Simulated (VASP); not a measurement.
# FeSi2 (P4/mmm) in VASP: single point with r2SCAN

Aim: the single point of FeSi2 with r2SCAN.

Everything below comes from runs of VASP 6.6.1. Logs are shortened: lines on timing, memory, paths and dates and some standing lists are left out, and cuts for length are marked.

## Step 1: The cell of the first run

It takes space group P4/mmm (No. 123, tetragonal). Conventional cell: a = 2.579 Å, b = 2.579 Å, c = 4.984 Å, α = 90.00°, β = 90.00°, γ = 90.00°. Within 3.0 Å of Fe (site symmetry 4/mmm) lie 8 Si at 2.28 Å and 4 Fe at 2.58 Å. Within 3.0 Å of Si (site symmetry 4mm) lie 6 Si at 2.25 to 2.73 Å and 4 Fe at 2.28 Å.

## Step 2: Single point, r2SCAN, collinear spin

The input, POSCAR:

```
FeSi2
1.0
    2.5791359264      0.0000000000      0.0000000000
    0.0000000000      2.5791359264      0.0000000000
    0.0000000000      0.0000000000      4.9841389604
Fe Si
1 2
Direct
    0.0000000000      0.0000000000      0.0000000000
    0.5000000000      0.5000000000      0.2741551895
    0.5000000000      0.5000000000      0.7258448105
```

The input, INCAR.step1:

```
SYSTEM = FeSi2
ALGO = Normal ; EDIFF = 1E-4
ENCUT = 520 ; GGA = PE
ISMEAR = 0 ; ISPIN = 2
LASPH = .TRUE. ; LCHARG = .FALSE.
LMAXMIX = 4 ; LREAL = .FALSE.
LWAVE = .TRUE. ; MAGMOM = 0.12 0 0
NBANDS = 19 ; NELM = 150
PREC = Accurate ; SIGMA = 0.1
```

The input, INCAR.step2:

```
SYSTEM = FeSi2
ALGO = Normal ; EDIFF = 1E-6
ENCUT = 520 ; ISIF = 2
ISMEAR = 0 ; ISPIN = 2
ISTART = 1 ; LASPH = .TRUE.
LCHARG = .TRUE. ; LELF = .TRUE.
LMAXMIX = 4 ; LMIXTAU = .TRUE.
LORBIT = 11 ; LREAL = .FALSE.
LVHAR = .TRUE. ; LWAVE = .FALSE.
MAGMOM = 0.12 0 0 ; METAGGA = R2SCAN
NBANDS = 19 ; NELM = 150
PREC = Accurate ; SIGMA = 0.1
```

The input, KPOINTS:

```
k-points
0
G
  16 16 8
  0 0 0
```

Potentials or basis: VASP PAW PBE potentials, release 64 (Fe, Si).

Run with:

```bash
$ cat potpaw_PBE.64/Fe/POTCAR potpaw_PBE.64/Si/POTCAR > POTCAR
$ cp INCAR.step1 INCAR
$ mpirun -np 1 vasp_std > vasp.out
$ cp INCAR.step2 INCAR
$ mpirun -np 1 vasp_std > vasp.out
```

OUTCAR:

```text
SYSTEM = FeSi2
   EDIFF = 1E-6
   ENCUT = 520
   ISIF = 2
   ISMEAR = 0
   ISPIN = 2
   ISTART = 1
   LASPH = .TRUE.
   LORBIT = 11
   LREAL = .FALSE.
   METAGGA = R2SCAN
   NELM = 150
   PREC = Accurate

 ion  position               nearest neighbor table
   1  0.000  0.000  0.000-   2 2.28   3 2.28   2 2.28   3 2.28   2 2.28   3 2.28   2 2.28   3 2.28

   2  0.500  0.500  0.274-   3 2.25   1 2.28   1 2.28   1 2.28   1 2.28   3 2.73
   3  0.500  0.500  0.726-   2 2.25   1 2.28   1 2.28   1 2.28   1 2.28   2 2.73

  LATTYP: Found a simple tetragonal cell.
 ALAT       =     2.5791359264
 C/A-ratio  =     1.9324840189

  Lattice vectors:

 A1 = (   2.5791359264,   0.0000000000,   0.0000000000)
 A2 = (   0.0000000000,   2.5791359264,   0.0000000000)
 A3 = (   0.0000000000,   0.0000000000,   4.9841389604)

Analysis of symmetry for initial positions (statically):
=====================================================================
 Subroutine PRICEL returns:
 Original cell was already a primitive cell.

 Routine SETGRP: Setting up the symmetry group for a
 simple tetragonal supercell.

 Subroutine GETGRP returns: Found 16 space group operations
 (whereof 16 operations were pure point group operations)
 out of a pool of 16 trial point group operations.

The static configuration has the point symmetry D_4h.

Analysis of symmetry for dynamics (positions and initial velocities):
=====================================================================
 Subroutine PRICEL returns:
 Original cell was already a primitive cell.

 Routine SETGRP: Setting up the symmetry group for a
 simple tetragonal supercell.

 Subroutine GETGRP returns: Found 16 space group operations
 (whereof 16 operations were pure point group operations)
 out of a pool of 16 trial point group operations.

The dynamic configuration has the point symmetry D_4h.

Analysis of structural, dynamic, and magnetic symmetry:
=====================================================================
 Subroutine PRICEL returns:
 Original cell was already a primitive cell.

 Routine SETGRP: Setting up the symmetry group for a
 simple tetragonal supercell.

 Subroutine GETGRP returns: Found 16 space group operations
 (whereof 16 operations were pure point group operations)
 out of a pool of 16 trial point group operations.

The overall configuration has the point symmetry D_4h.

 Subroutine INISYM returns: Found 16 space group operations
 (whereof 16 operations are pure point group operations),
 and found     1 'primitive' translations

----------------------------------------------------------------------------------------

                                     Primitive cell

  volume of cell :      33.1542

  direct lattice vectors                    reciprocal lattice vectors
     2.579135926  0.000000000  0.000000000     0.387726754  0.000000000  0.000000000
     0.000000000  2.579135926  0.000000000     0.000000000  0.387726754  0.000000000
     0.000000000  0.000000000  4.984138960     0.000000000  0.000000000  0.200636461

  length of vectors
     2.579135926  2.579135926  4.984138960     0.387726754  0.387726754  0.200636461

  position of ions in fractional coordinates (direct lattice)
     0.000000000  0.000000000  0.000000000
     0.500000000  0.500000000  0.274155190
     0.500000000  0.500000000  0.725844810

  ion indices of the primitive-cell ions
   primitive index   ion index
                 1           1
                 2           2
                 3           3

----------------------------------------------------------------------------------------

 KPOINTS: k-points

Automatic generation of k-mesh.
 Grid dimensions read from file:
 generate k-points for:   16   16    8

 Generating k-lattice:

  Cartesian coordinates                     Fractional coordinates (reciprocal lattice)
     0.024232922  0.000000000  0.000000000     0.062500000  0.000000000  0.000000000
     0.000000000  0.024232922  0.000000000     0.000000000  0.062500000  0.000000000
     0.000000000  0.000000000  0.025079558     0.000000000  0.000000000  0.125000000

  Length of vectors
     0.024232922  0.024232922  0.025079558

  Shift w.r.t. Gamma in fractional coordinates (k-lattice)
     0.000000000  0.000000000  0.000000000

 Subroutine IBZKPT returns following result:
 ===========================================

 Found    225 irreducible k-points:

 Following reciprocal coordinates:
            Coordinates               Weight
  0.000000  0.000000  0.000000      1.000000
  0.062500  0.000000  0.000000      4.000000
  0.125000  0.000000  0.000000      4.000000
  0.187500  0.000000  0.000000      4.000000
  0.250000  0.000000  0.000000      4.000000
  0.312500  0.000000  0.000000      4.000000
[... 16 lines left out ...]
  0.437500  0.125000  0.000000      8.000000
  0.500000  0.125000  0.000000      4.000000
 [... further k-points ...]
   k-points           NKPTS =    225   k-points in BZ     NKDIM =    225   number of bands    NBANDS=     19
   number of dos      NEDOS =    301   number of ions     NIONS =      3
   total plane-waves  NPLWV =  16000
   dimension x,y,z NGX =    20 NGY =   20 NGZ =   40
   dimension x,y,z NGXF=    40 NGYF=   40 NGZF=   80
   ions per type =               1   2
   NGX,Y,Z   is equivalent  to a cutoff of  12.89, 12.89, 13.34 a.u.
   NGXF,Y,Z  is equivalent  to a cutoff of  25.78, 25.78, 26.68 a.u.
 SYSTEM =  FeSi2
   PREC   = accura    normal or accurate (medium, high low for compatibility)
   ISTART =      1    job   : 0-new  1-cont  2-samecut
   ICHARG =      0    charge: 1-file 2-atom 10-const
   ISPIN  =      2    spin polarized calculation?
   LNONCOLLINEAR =      F non collinear calculations
   LSORBIT =      F    spin-orbit coupling
   LASPH  =      T    aspherical Exc in radial PAW
   ENCUT  =  520.0 eV  38.22 Ry    6.18 a.u.   4.80  4.80  9.27*2*pi/ulx,y,z
   NELM   =    150;   NELMIN=  2; NELMDL=  0     # of ELM steps
   EDIFF  = 0.1E-05   stopping-criterion for ELM
   LREAL  =      F    real-space projection
   EDIFFG = 0.1E-04   stopping-criterion for IOM
   NSW    =      0    number of steps for IOM
   IBRION =     -1    ionic relax: 0-MD 1-quasi-New 2-CG
   NFREE  =      0    steps in history (QN), initial steepest desc. (CG)
   ISIF   =      2    stress and relaxation
   ISYM   =      2    0-nonsym 1-usesym 2-fastsym
   POTIM  = 0.5000    time-step for ionic-motion
   TEBEG  =    0.0;   TEEND  =   0.0 temperature during run
   PSTRESS=    0.0 pullay stress
   NELECT =      16.0000    total number of electrons
   NUPDOWN=      -1.0000    fix difference up-down
   EMIN   =  10.00;   EMAX   =-10.00  energy-range for DOS
   EFERMI =   0.00;   METHOD = LEGACY
   ISMEAR =     0;   SIGMA  =   0.10  broadening in eV -4-tet -1-fermi 0-gaus
   EFERMI_NEDOS =   21; number of points for ismear=-14 and -15
   IALGO  =     38    algorithm
   IMIX   =      4    mixing-type and parameters
     AMIX     =   0.40;   BMIX     =  1.00
     AMIX_MAG =   1.60;   BMIX_MAG =  1.00
  volume/ion in A,a.u.               =      11.05        74.58
  Fermi-wavevector in a.u.,A,eV,Ry     =   1.284109  2.426615 22.435142  1.648936
  Thomas-Fermi vector in A             =   2.416322
   LORBIT       =     11    0 simple, 1 ext, 2 COOP (PROOUT), +10 PAW based schemes
   METAGGA = R2SCAN    functional components
   LHFCALC =     F    Hartree Fock is set to
   AEXX    =    0.0000 exact exchange contribution
   IVDW    =     0    specifies the selected vdW correction
   LEPSILON=     F    determine dielectric tensor
   LRPA    =     F    only Hartree local field effects (RPA)
 spin polarized calculation
 Gauss-broadening in eV      SIGMA  =   0.10
  energy-cutoff  :      520.00
  volume of cell :       33.15
 maximum number of plane-waves:       916
 NGX is ok and might be reduce to    20
   NGX =  9   NGY =  9   NGZ = 19

 number of electron      16.0000000 magnetization       0.0002264

 Free energy of the ion-electron system (eV)
  ---------------------------------------------------
  ext. energy  EPLUGINS =         0.00000000
  ---------------------------------------------------
  free energy    TOTEN  =       -32.30532974 eV

  energy without entropy =      -32.30038908  energy(sigma->0) =      -32.30285941

 E-fermi :  11.5712     XC(G=0): -13.3663

 val. band max:       11.5677747108   @ k =   0.3750   0.3750   0.2500
 cond. band min:      11.5735329594   @ k =   0.3750   0.1875   0.0000
 fundamental gap:      0.0057582486
 Fermi energy:        11.5711503668

 spin component 1

 k-point     1 :       0.0000    0.0000    0.0000
  band No.  band energies     occupation
      1      -4.1968      1.00000
      2       1.2319      1.00000
      3       2.2580      1.00000
      4       7.3661      1.00000
      5       9.3783      1.00000
      6       9.6903      1.00000
[... 11 lines left out ...]
     18      24.1415      0.00000
     19      28.0938      0.00000
[... 489 lines left out ...]
      3       3.9272      1.00000
      4       6.2158      1.00000
      5       6.7657      1.00000
      6       8.0823      1.00000
[... 11 lines left out ...]
     18      25.5641      0.00000
     19      26.3018      0.00000

 [... further k-points ...]

 spin component 2

 k-point     1 :       0.0000    0.0000    0.0000
  band No.  band energies     occupation
      1      -4.1968      1.00000
      2       1.2319      1.00000
      3       2.2581      1.00000
      4       7.3666      1.00000
      5       9.3787      1.00000
      6       9.6905      1.00000
[... 11 lines left out ...]
     18      24.1415      0.00000
     19      28.0938      0.00000
[... 489 lines left out ...]
      3       3.9272      1.00000
      4       6.2159      1.00000
      5       6.7657      1.00000
      6       8.0827      1.00000
[... 11 lines left out ...]
     18      25.5641      0.00000
     19      26.3018      0.00000

 [... further k-points ...]

------------------------ aborting loop because EDIFF is reached ----------------------------------------

  FORCE on cell =-STRESS in cart. coord.  units (eV):
  Direction    XX          YY          ZZ          XY          YZ          ZX
  --------------------------------------------------------------------------------------
  -------------------------------------------------------------------------------------
  Total        5.3032622      5.3032622      5.1946196      0.0000000      0.0000000     -0.0000000
  in kB      256.2802125    256.2802125    251.0300587      0.0000000      0.0000000     -0.0000000
  external PRESSURE =     254.5301613 kB  Pullay stress =       0.0000000 kB

 VOLUME and BASIS-vectors are now :
 -----------------------------------------------------------------------------
  energy-cutoff  :      520.00
  volume of cell :       33.15
      direct lattice vectors                 reciprocal lattice vectors
     2.579135926  0.000000000  0.000000000     0.387726754  0.000000000  0.000000000
     0.000000000  2.579135926  0.000000000     0.000000000  0.387726754  0.000000000
     0.000000000  0.000000000  4.984138960     0.000000000  0.000000000  0.200636461

 POSITION                                       TOTAL-FORCE (eV/Angst)
 -----------------------------------------------------------------------------------
      0.00000      0.00000      0.00000        -0.000000      0.000000      0.000000
      1.28957      1.28957      1.36643         0.000000      0.000000      0.054433
      1.28957      1.28957      3.61771        -0.000000      0.000000     -0.054433
 -----------------------------------------------------------------------------------
    total drift:                               -0.000000      0.000000      0.000000

  FREE ENERGIE OF THE ION-ELECTRON SYSTEM (eV)
  ---------------------------------------------------
  free  energy   TOTEN  =       -32.3053297411 eV

  energy  without entropy=      -32.3003890821  energy(sigma->0) =      -32.30285941

 total charge

# of ion       s       p       d       tot
------------------------------------------
    1        0.525   0.854   6.826   8.205
    2        0.729   0.986   0.000   1.715
    3        0.729   0.986   0.000   1.715
--------------------------------------------------
tot          1.984   2.825   6.826  11.635

 magnetization (x)

# of ion       s       p       d       tot
------------------------------------------
    1       -0.000  -0.000   0.000   0.000
    2       -0.000  -0.000   0.000  -0.000
    3       -0.000  -0.000   0.000  -0.000
--------------------------------------------------
tot         -0.000  -0.000   0.000   0.000
```

Run time: 12 min. Hardware: 1 thread of AMD EPYC 7R13 (Zen 3), shared host; peak memory 0.3 GiB.

Results:

```
Free energy                                           : -32.3053 eV
Pressure                                              : 25.5 GPa
Largest force                                         : 0.054 eV/Å
Band gap on the k mesh                                : zero (filled and empty bands overlap)
Net moment                                            : 0.00 μB per cell
Valence electrons inside the program's atomic spheres : Fe 8.21; Si 1.72
```

Forces on the atoms (eV/Å):
```
Fe   0.000  0.000  0.000
Si   0.000  0.000  0.054
Si   0.000  0.000 -0.054
```

Stress tensor (GPa, compression positive):
```
25.63  0.00  0.00
 0.00 25.63  0.00
 0.00  0.00 25.10
```

Levels at points of the mesh, in eV from the Fermi level:
Spin up:
| k point | band 4 | band 5 | band 6 | band 7 | band 8 | band 9 | band 10 | band 11 | band 12 | band 13 |
| --- | --- | --- | --- | --- | --- | --- | --- | --- | --- | --- |
| (0.00, 0.00, 0.00) | -4.21 | -2.19 | -1.88 | -1.88 | -0.94 | 5.53 | 5.53 | 7.14 | 7.54 | 8.50 |
| (0.50, 0.00, 0.00) | -5.23 | -4.65 | -3.83 | -2.62 | -1.42 | 0.09 | 1.90 | 2.59 | 8.26 | 10.25 |
| (0.50, 0.50, 0.00) | -5.17 | -5.17 | -3.58 | -2.87 | 0.46 | 1.84 | 2.91 | 2.94 | 2.94 | 3.44 |
| (0.00, 0.00, 0.50) | -4.18 | -3.03 | -1.93 | -1.93 | -0.94 | 2.88 | 6.53 | 6.91 | 6.91 | 7.79 |
| (0.50, 0.00, 0.50) | -7.46 | -3.97 | -2.98 | -2.61 | -1.43 | 0.91 | 2.66 | 4.98 | 5.62 | 8.71 |
| (0.50, 0.50, 0.50) | -4.58 | -3.78 | -3.78 | -2.30 | 0.07 | 0.07 | 0.46 | 0.80 | 3.88 | 4.49 |
Spin down:
```
           k point  band 6  band 7  band 8  band 9  band 10  band 11
(0.00, 0.00, 0.00)   -1.88   -1.88   -0.94    5.53     5.53     7.14
(0.50, 0.00, 0.00)   -3.83   -2.62   -1.42    0.09     1.90     2.59
(0.50, 0.50, 0.00)   -3.58   -2.87    0.46    1.84     2.91     2.94
(0.00, 0.00, 0.50)   -1.93   -1.93   -0.94    2.88     6.53     6.91
(0.50, 0.00, 0.50)   -2.98   -2.61   -1.43    0.91     2.66     4.98
(0.50, 0.50, 0.50)   -3.78   -2.30    0.07    0.07     0.46     0.80
```

Caveat: the cell stands under pressure; the PAW data sets were made with another functional, which shifts forces and pressure a little.
